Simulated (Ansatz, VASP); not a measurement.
One calculation of Au, two programs

The input INCAR:

```
ALGO = Fast
EDIFF = 1E-7
ENCUT = 520
GGA = PE
ISIF = 2
ISMEAR = 0
LASPH = T
LCHARG = F
LREAL = F
LWAVE = F
NBANDS = 18
NELM = 100
PREC = Accurate
SIGMA = 0.15
```

Contents of KPOINTS:

```
k-points
0
Gamma
  18 18 10
```

Contents of POSCAR:

```
Au
1.0
    2.8999984104      0.0000000000      0.0000000000
   -1.4499992052      2.5114722944      0.0000000000
    0.0000000000      0.0000000000      4.8800000000
Au
2
Direct
    0.2564122517      0.6103565268      0.7500000000
    0.6666666667      0.3333333333      0.2500000000
```

Input for Ansatz:

```yaml
crystal:
  lattice:
    - [2.8999984104, 0.0, 0.0]
    - [-1.4499992052, 2.5114722944, 0.0]
    - [0.0, 0.0, 4.88]
  atoms:
    - { symbol: Au, position: [0.2564122517, 0.6103565268, 0.75] }
    - { symbol: Au, position: [0.6666666667, 0.3333333333, 0.25] }
basis:
  ecutwfc: 420
kpoints:
  mp_grid: { grid: [18, 18, 10] }
hamiltonian:
  xc: pbe
scf:
  occupations: { method: gaussian, width: 0.15 }
output:
  forces: true
  stress: true
  eigenvalues: true
```

Alike in both runs: task single point; functional PBE; k mesh 18 × 18 × 10; occupations gaussian, width 0.15 eV; no spin polarisation.

|  | VASP | Ansatz |
| --- | --- | --- |
| version | VASP 6.6.1 | Ansatz 0.2.0 |
| potentials or method | VASP PAW PBE potentials, release 64 (Au), cutoff 520 eV | scalar-relativistic, plane waves, PAW |
| valence electrons in the cell | 22 | 38 |

Ansatz gave:

```
gap on the k mesh at the Fermi level (eV)                     : none
pressure (GPa)                                                : 2.3
traceless stress, the component that is largest in VASP (GPa) : -0.53
rms of the force components (eV/Å)                            : 0.080
```

Which values does VASP return?

gap on the k mesh at the Fermi level (eV): none; pressure (GPa): 2.0; traceless stress, the component that is largest in VASP (GPa): -0.52; rms of the force components (eV/Å): 0.080.

Atom by atom the forces differ by 0.000 eV/Å (rms over components). A gap of «none» marks a metal or a gap that the smearing closes. VASP's potentials hold 22 valence electrons a cell and Ansatz's 38, so a difference there can come from the potentials and not from the codes.

Neither program's run includes spin-orbit coupling.
